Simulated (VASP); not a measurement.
Write the native input for VASP 6.6.1 that does the following.

| Property | Result |
| --- | --- |
| Task | single point |
| Functional | LDA |
| Potentials or basis | VASP PAW LDA potentials, release 64 (Hf_pv, C) |
| Cutoff | 520 eV |
| k mesh | 12 × 12 × 12 |
| Occupations | methfessel-paxton, width 0.1 eV |
| Spin | no spin polarisation |
| Dipole correction | no |
| Further INCAR settings | ALGO = Normal; EDIFF = 1e-06; NBANDS = 14 |

The structure of HfC lies in POSCAR:

```
HfC
1.0
    0.0000000000      2.2865247909      2.2865247909
    2.2865247909      0.0000000000      2.2865247909
    2.2865247909      2.2865247909      0.0000000000
Hf C
1 1
Direct
    0.5000000000      0.5000000000      0.5000000000
    0.0000000000      0.0000000000      0.0000000000
```

The input as run:

INCAR

```
SYSTEM = HfC
PREC     = Accurate       ! precision mode
ENCUT    = 520            ! plane-wave cutoff, eV
EDIFF    = 1E-6           ! SCF threshold, eV
ISMEAR   = 1              ! smearing method
SIGMA    = 0.1            ! smearing width, eV
LREAL    = .False.        ! projectors in reciprocal space
LASPH    = .True.         ! aspherical terms in the spheres
NELM     = 80             ! most SCF steps
ALGO     = Normal         ! electronic algorithm
ISIF     = 2              ! what is computed and relaxed
LWAVE    = .False.        ! write WAVECAR
LCHARG   = .True.         ! write CHGCAR
GGA      = CA             ! functional
LELF     = .True.         ! ELF
LVHAR    = .True.       
NBANDS   = 14             ! bands
```

KPOINTS

```
Automatic mesh
0
Gamma
  12 12 12
  0 0 0
```

Potentials or basis: VASP PAW LDA potentials, release 64 (Hf_pv, C).

Launch:

```sh
$ cat potpaw_LDA.64/Hf_pv/POTCAR potpaw_LDA.64/C/POTCAR > POTCAR
$ mpirun -np 1 vasp_std > vasp.out
```

Results of the run:

The pressure is 0.7 GPa. The band gap on the k mesh is zero (band 7 reaches 7.30 eV, above the bottom of band 8 at 5.84 eV).

Caveat: spin-orbit coupling is left out, which moves the levels of the heavy elements.

It took 35 s on 1 thread of AMD EPYC 7R13 (shared host), peak memory 0.12 GiB.
